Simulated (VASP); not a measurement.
# Mn (Fm-3m) in VASP: single point with PBE

Aim: the single point of Mn with PBE.

Everything below comes from runs of VASP 6.6.1. Logs are shortened: lines on timing, memory, paths and dates and some standing lists are left out, and cuts for length are marked.

**1. The cell of the first run**

Symmetry: Fm-3m, No. 225, cubic system. The conventional cell has a = 3.863 Å, b = 3.863 Å, c = 3.863 Å, α = 90.00°, β = 90.00°, γ = 90.00°. Mn (site symmetry m-3m) has 12 Mn at 2.73 Å within 3.6 Å.

This isn't the form of Mn at room conditions, which is a 58-atom cubic cell.

**2. Single point, PBE, collinear spin, ferromagnetic start**

INCAR

```
PREC = Accurate
ENCUT = 500
EDIFF = 1E-6
ISMEAR = 0
SIGMA = 0.1
LREAL = F
LASPH = T
NELM = 200
ALGO = Normal
ISIF = 2
LWAVE = F
LCHARG = F
ISPIN = 2
MAGMOM = 4
LORBIT = 11
LMAXMIX = 4
GGA = PE
NBANDS = 16
GGA_COMPAT = F
```

KPOINTS

```
regular mesh
0
Gamma
  8 8 8
```

POSCAR

```
Mn
1.0
    0.0000000000      1.9315000000      1.9315000000
    1.9315000000      0.0000000000      1.9315000000
    1.9315000000      1.9315000000      0.0000000000
Mn
1
Direct
    0.0000000000      0.0000000000      0.0000000000
```

Potentials or basis: VASP PAW PBE potentials, release 64 (Mn_pv).

On the command line:

```console
> cat potpaw_PBE.64/Mn_pv/POTCAR > POTCAR
> mpirun -np 1 vasp_std > vasp.out
```

OUTCAR:

```text
PREC = Accurate
   ENCUT = 500
   EDIFF = 1E-6
   ISMEAR = 0
   LREAL = F
   LASPH = T
   NELM = 200
   ISIF = 2
   ISPIN = 2
   LORBIT = 11
   GGA = PE

 ion  position               nearest neighbor table
   1  0.000  0.000  0.000-

  LATTYP: Found a face centered cubic cell.
 ALAT       =     3.8630000000

  Lattice vectors:

 A1 = (   0.0000000000,   1.9315000000,   1.9315000000)
 A2 = (   1.9315000000,   0.0000000000,   1.9315000000)
 A3 = (   1.9315000000,   1.9315000000,   0.0000000000)

Analysis of symmetry for initial positions (statically):
=====================================================================
 Subroutine PRICEL returns:
 Original cell was already a primitive cell.

 Routine SETGRP: Setting up the symmetry group for a
 face centered cubic supercell.

 Subroutine GETGRP returns: Found 48 space group operations
 (whereof 48 operations were pure point group operations)
 out of a pool of 48 trial point group operations.

The static configuration has the point symmetry O_h .

Analysis of symmetry for dynamics (positions and initial velocities):
=====================================================================
 Subroutine PRICEL returns:
 Original cell was already a primitive cell.

 Routine SETGRP: Setting up the symmetry group for a
 face centered cubic supercell.

 Subroutine GETGRP returns: Found 48 space group operations
 (whereof 48 operations were pure point group operations)
 out of a pool of 48 trial point group operations.

The dynamic configuration has the point symmetry O_h .

Analysis of structural, dynamic, and magnetic symmetry:
=====================================================================
 Subroutine PRICEL returns:
 Original cell was already a primitive cell.

 Routine SETGRP: Setting up the symmetry group for a
 face centered cubic supercell.

 Subroutine GETGRP returns: Found 48 space group operations
 (whereof 48 operations were pure point group operations)
 out of a pool of 48 trial point group operations.

The overall configuration has the point symmetry O_h .

 Subroutine INISYM returns: Found 48 space group operations
 (whereof 48 operations are pure point group operations),
 and found     1 'primitive' translations

----------------------------------------------------------------------------------------

                                     Primitive cell

  volume of cell :      14.4117

  direct lattice vectors                    reciprocal lattice vectors
     0.000000000  1.931500000  1.931500000    -0.258866166  0.258866166  0.258866166
     1.931500000  0.000000000  1.931500000     0.258866166 -0.258866166  0.258866166
     1.931500000  1.931500000  0.000000000     0.258866166  0.258866166 -0.258866166

  length of vectors
     2.731553496  2.731553496  2.731553496     0.448369352  0.448369352  0.448369352

  position of ions in fractional coordinates (direct lattice)
     0.000000000  0.000000000  0.000000000

  ion indices of the primitive-cell ions
   primitive index   ion index
                 1           1

----------------------------------------------------------------------------------------

 KPOINTS: regular mesh

Automatic generation of k-mesh.
 Grid dimensions read from file:
 generate k-points for:    8    8    8

 Generating k-lattice:

  Cartesian coordinates                     Fractional coordinates (reciprocal lattice)
    -0.032358271  0.032358271  0.032358271     0.125000000  0.000000000  0.000000000
     0.032358271 -0.032358271  0.032358271     0.000000000  0.125000000  0.000000000
     0.032358271  0.032358271 -0.032358271     0.000000000  0.000000000  0.125000000

  Length of vectors
     0.056046169  0.056046169  0.056046169

  Shift w.r.t. Gamma in fractional coordinates (k-lattice)
     0.000000000  0.000000000  0.000000000

 Subroutine IBZKPT returns following result:
 ===========================================

 Found     29 irreducible k-points:

 Following reciprocal coordinates:
            Coordinates               Weight
  0.000000  0.000000  0.000000      1.000000
  0.125000  0.000000  0.000000      8.000000
  0.250000  0.000000  0.000000      8.000000
  0.375000  0.000000  0.000000      8.000000
  0.500000  0.000000  0.000000      4.000000
  0.125000  0.125000  0.000000      6.000000
[... 16 lines left out ...]
  0.500000  0.250000  0.125000     48.000000
 -0.375000  0.250000  0.125000     24.000000
 [... further k-points ...]
   k-points           NKPTS =     29   k-points in BZ     NKDIM =     29   number of bands    NBANDS=     16
   number of dos      NEDOS =    301   number of ions     NIONS =      1
   total plane-waves  NPLWV =   8000
   dimension x,y,z NGX =    20 NGY =   20 NGZ =   20
   dimension x,y,z NGXF=    40 NGYF=   40 NGZF=   40
   ions per type =               1
   NGX,Y,Z   is equivalent  to a cutoff of  12.17, 12.17, 12.17 a.u.
   NGXF,Y,Z  is equivalent  to a cutoff of  24.34, 24.34, 24.34 a.u.
 SYSTEM =  unknown system
   PREC   = accura    normal or accurate (medium, high low for compatibility)
   ISTART =      0    job   : 0-new  1-cont  2-samecut
   ICHARG =      2    charge: 1-file 2-atom 10-const
   ISPIN  =      2    spin polarized calculation?
   LNONCOLLINEAR =      F non collinear calculations
   LSORBIT =      F    spin-orbit coupling
   LASPH  =      T    aspherical Exc in radial PAW
   ENCUT  =  500.0 eV  36.75 Ry    6.06 a.u.   4.98  4.98  4.98*2*pi/ulx,y,z
   NELM   =    200;   NELMIN=  2; NELMDL= -5     # of ELM steps
   EDIFF  = 0.1E-05   stopping-criterion for ELM
   LREAL  =      F    real-space projection
   EDIFFG = 0.1E-04   stopping-criterion for IOM
   NSW    =      0    number of steps for IOM
   IBRION =     -1    ionic relax: 0-MD 1-quasi-New 2-CG
   NFREE  =      0    steps in history (QN), initial steepest desc. (CG)
   ISIF   =      2    stress and relaxation
   ISYM   =      2    0-nonsym 1-usesym 2-fastsym
   POTIM  = 0.5000    time-step for ionic-motion
   TEBEG  =    0.0;   TEEND  =   0.0 temperature during run
   PSTRESS=    0.0 pullay stress
   NELECT =      13.0000    total number of electrons
   NUPDOWN=      -1.0000    fix difference up-down
   EMIN   =  10.00;   EMAX   =-10.00  energy-range for DOS
   EFERMI =   0.00;   METHOD = LEGACY
   ISMEAR =     0;   SIGMA  =   0.10  broadening in eV -4-tet -1-fermi 0-gaus
   EFERMI_NEDOS =   21; number of points for ismear=-14 and -15
   IALGO  =     38    algorithm
   IMIX   =      4    mixing-type and parameters
     AMIX     =   0.40;   BMIX     =  1.00
     AMIX_MAG =   1.60;   BMIX_MAG =  1.00
  volume/ion in A,a.u.               =      14.41        97.25
  Fermi-wavevector in a.u.,A,eV,Ry     =   1.581799  2.989166 34.042966  2.502087
  Thomas-Fermi vector in A             =   2.681819
   LORBIT       =     11    0 simple, 1 ext, 2 COOP (PROOUT), +10 PAW based schemes
   GGA     = PE    functional components
   LHFCALC =     F    Hartree Fock is set to
   AEXX    =    0.0000 exact exchange contribution
   IVDW    =     0    specifies the selected vdW correction
   LEPSILON=     F    determine dielectric tensor
   LRPA    =     F    only Hartree local field effects (RPA)
 spin polarized calculation
 Gauss-broadening in eV      SIGMA  =   0.10
  energy-cutoff  :      500.00
  volume of cell :       14.41
 maximum number of plane-waves:       380
   NGX =  9   NGY =  9   NGZ =  9

 number of electron      13.0000009 magnetization       2.3779045

 Free energy of the ion-electron system (eV)
  ---------------------------------------------------
  ext. energy  EPLUGINS =         0.00000000
  ---------------------------------------------------
  free energy    TOTEN  =        -8.40487848 eV

  energy without entropy =       -8.39180287  energy(sigma->0) =       -8.39834067

 E-fermi :   7.0740     XC(G=0): -12.2821

 val. band max:        7.0334723580   @ k =   0.3750   0.2500   0.0000
 cond. band min:       7.0814686314   @ k =   0.1250   0.1250   0.0000
 fundamental gap:      0.0479962734
 Fermi energy:         7.0739904876

 spin component 1

 k-point     1 :       0.0000    0.0000    0.0000
  band No.  band energies     occupation
      1     -41.7025      1.00000
      2     -41.7025      1.00000
      3     -41.7025      1.00000
      4      -0.2706      1.00000
      5       5.4853      1.00000
      6       5.4853      1.00000
[... 8 lines left out ...]
     15      33.1260      0.00000
     16      33.1260      0.00000

 k-point     2 :       0.1250    0.0000    0.0000
  band No.  band energies     occupation
      1     -41.7429      1.00000
      2     -41.7082      1.00000
      3     -41.7082      1.00000
      4       0.2421      1.00000
      5       5.3381      1.00000
      6       5.5947      1.00000
[... 8 lines left out ...]
     15      33.8568      0.00000
     16      33.8568      0.00000
[... 387 lines left out ...]
      5       4.6488      1.00000
      6       5.0570      1.00000
[... 8 lines left out ...]
     15      35.7982      0.00000
     16      37.3239      0.00000

 k-point    24 :      -0.3750    0.2500    0.1250
  band No.  band energies     occupation
      1     -41.9370      1.00000
      2     -41.8112      1.00000
      3     -41.7635      1.00000
      4       3.9662      1.00000
      5       4.5105      1.00000
      6       5.3700      1.00000
[... 8 lines left out ...]
     15      37.0338      0.00000
     16      37.7543      0.00000

 [... further k-points ...]

 spin component 2

 k-point     1 :       0.0000    0.0000    0.0000
  band No.  band energies     occupation
      1     -39.1336      1.00000
      2     -39.1336      1.00000
      3     -39.1336      1.00000
      4       0.0949      1.00000
      5       7.4310      0.00000
      6       7.4310      0.00000
[... 8 lines left out ...]
     15      33.8318      0.00000
     16      33.8330      0.00000

 k-point     2 :       0.1250    0.0000    0.0000
  band No.  band energies     occupation
      1     -39.1785      1.00000
      2     -39.1399      1.00000
      3     -39.1398      1.00000
      4       0.6112      1.00000
      5       7.2224      0.01791
      6       7.5648      0.00000
[... 8 lines left out ...]
     15      34.3899      0.00000
     16      34.3899      0.00000
[... 387 lines left out ...]
      5       6.2583      1.00000
      6       7.0188      0.78250
[... 8 lines left out ...]
     15      36.7525      0.00000
     16      38.0969      0.00000

 k-point    24 :      -0.3750    0.2500    0.1250
  band No.  band energies     occupation
      1     -39.3935      1.00000
      2     -39.2536      1.00000
      3     -39.2005      1.00000
      4       5.3066      1.00000
      5       6.2503      1.00000
      6       6.9850      0.89585
[... 8 lines left out ...]
     15      38.1557      0.00000
     16      40.5039      0.00000

 [... further k-points ...]

------------------------ aborting loop because EDIFF is reached ----------------------------------------

  FORCE on cell =-STRESS in cart. coord.  units (eV):
  Direction    XX          YY          ZZ          XY          YZ          ZX
  --------------------------------------------------------------------------------------
  -------------------------------------------------------------------------------------
  Total       -1.8749806     -1.8749806     -1.8749806      0.0000000     -0.0000000     -0.0000000
  in kB     -208.4458422   -208.4458422   -208.4458422      0.0000000     -0.0000000     -0.0000000
  external PRESSURE =    -208.4458422 kB  Pullay stress =       0.0000000 kB

 VOLUME and BASIS-vectors are now :
 -----------------------------------------------------------------------------
  energy-cutoff  :      500.00
  volume of cell :       14.41
      direct lattice vectors                 reciprocal lattice vectors
     0.000000000  1.931500000  1.931500000    -0.258866166  0.258866166  0.258866166
     1.931500000  0.000000000  1.931500000     0.258866166 -0.258866166  0.258866166
     1.931500000  1.931500000  0.000000000     0.258866166  0.258866166 -0.258866166

 POSITION                                       TOTAL-FORCE (eV/Angst)
 -----------------------------------------------------------------------------------
      0.00000      0.00000      0.00000         0.000000     -0.000000      0.000000
 -----------------------------------------------------------------------------------
    total drift:                                0.000000      0.000000      0.000000

  FREE ENERGIE OF THE ION-ELECTRON SYSTEM (eV)
  ---------------------------------------------------
  free  energy   TOTEN  =        -8.4048784818 eV

  energy  without entropy=       -8.3918028659  energy(sigma->0) =       -8.39834067

 total charge

# of ion       s       p       d       tot
------------------------------------------
    1        0.332   6.247   4.971  11.551

 magnetization (x)

# of ion       s       p       d       tot
------------------------------------------
    1       -0.008  -0.012   2.374   2.354
```

Wall time 18 s (1 thread of Intel Xeon 8259CL, shared host); peak memory 0.13 GiB.

Results:

| Property | Result |
| --- | --- |
| Free energy | -8.4049 eV |
| Pressure | -20.8 GPa |
| Net moment | 2.38 μB per cell |
| Site moments | Mn +2.35 μB |
| Valence electrons inside the program's atomic spheres | Mn 11.55 |

Caveat: the cell stands under tension.
